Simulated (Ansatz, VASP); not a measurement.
Zn in VASP and in Ansatz

```xyz
2
Lattice="2.6178 0.0000 0.0000 -1.3089 2.2670 0.0000 0.0000 0.0000 4.8036" Properties=species:S:1:pos:R:3 pbc="T T T"
Zn    0.0000    1.5114    1.2009
Zn    1.3089    0.7557    3.6027
```

Alike in both runs: functional PBE; dispersion D3(BJ); k mesh 18 × 18 × 8; occupations gaussian, width 0.1 eV; no spin polarisation.

Ansatz relaxed the structure, and its values are those at the end. VASP's run is a single point on that final structure, the one shown.

|  | VASP | Ansatz |
| --- | --- | --- |
| version | VASP 6.6.1 | Ansatz 0.2.0 |
| potentials or method | VASP PAW PBE potentials, release 64 (Zn), cutoff 520 eV | scalar-relativistic, plane waves, PAW |
| valence electrons in the cell | 24 | 24 |

Ansatz gave:

* gap on the k mesh at the Fermi level (eV): none
* pressure (GPa): 0.0

Task: Estimate VASP's values.

Result: gap on the k mesh at the Fermi level (eV): none; pressure (GPa): 0.4.

A gap of «none» marks a metal or a gap that the smearing closes.
